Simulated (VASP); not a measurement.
A run of VASP 6.6.1 is set up as follows.

File POSCAR:

```
C
1.0
    2.5031953718      0.0000000000      0.0000000000
   -1.2515976859      2.1678307826      0.0000000000
    0.0000000000      0.0000000000      4.1688692921
C
4
Direct
    0.3333333333      0.6666666667      0.0002313166
    0.6666666667      0.3333333333      0.5002313166
    0.3333333333      0.6666666667      0.3747686834
    0.6666666667      0.3333333333      0.8747686834
```

File INCAR.step1:

```
PREC     = Accurate       # precision mode
ENCUT    = 1430           # plane-wave cutoff, eV
ISMEAR   = 0              # smearing method
SIGMA    = 0.01           # smearing width, eV
LREAL    = F              # projectors in reciprocal space
LASPH    = T              # aspherical terms in the spheres
NELM     = 120            # most SCF steps
NBANDS   = 16             # bands
GGA      = PE             # functional
ALGO     = Normal         # electronic algorithm
EDIFF    = 1E-5           # SCF threshold, eV
LWAVE    = T              # write WAVECAR
LCHARG   = F              # write CHGCAR
GGA_COMPAT= F
```

The input INCAR.step2:

```
PREC     = Accurate       # precision mode
ENCUT    = 1430           # plane-wave cutoff, eV
EDIFF    = 1E-6           # SCF threshold, eV
ISMEAR   = 0              # smearing method
SIGMA    = 0.01           # smearing width, eV
LREAL    = F              # projectors in reciprocal space
LASPH    = T              # aspherical terms in the spheres
NELM     = 120            # most SCF steps
ALGO     = Normal         # electronic algorithm
ISIF     = 2              # what is computed and relaxed
LWAVE    = F              # write WAVECAR
LCHARG   = T              # write CHGCAR
METAGGA  = R2SCAN         # meta-GGA
LMIXTAU  = T            
LELF     = T              # ELF
LVHAR    = T            
NBANDS   = 16             # bands
ISTART   = 1            
GGA_COMPAT= F
```

Contents of KPOINTS:

```
regular mesh
0
Gamma
  9 9 6
```

Potentials or basis: VASP PAW PBE potentials, release 64 (C_h).

Command:

```sh
$ cat potpaw_PBE.64/C_h/POTCAR > POTCAR
$ cp INCAR.step1 INCAR
$ mpirun -np 1 vasp_std > vasp.out
$ cp INCAR.step2 INCAR
$ mpirun -np 1 vasp_std > vasp.out
```

Problem. What does it give for the band gap on the k mesh?

Solution. 3.59 eV (least direct gap 5.24 eV).

Problem. Predict the pressure.

Solution. -0.6 GPa.

Forces in eV/Å, atoms in the order of the input:
```
C    0.000  0.000 -0.002
C    0.000  0.000 -0.002
C    0.000  0.000  0.002
C    0.000  0.000  0.002
```

Caveat: the PAW data sets were made with another functional, which shifts forces and pressure a little. A k mesh can miss the band edges.
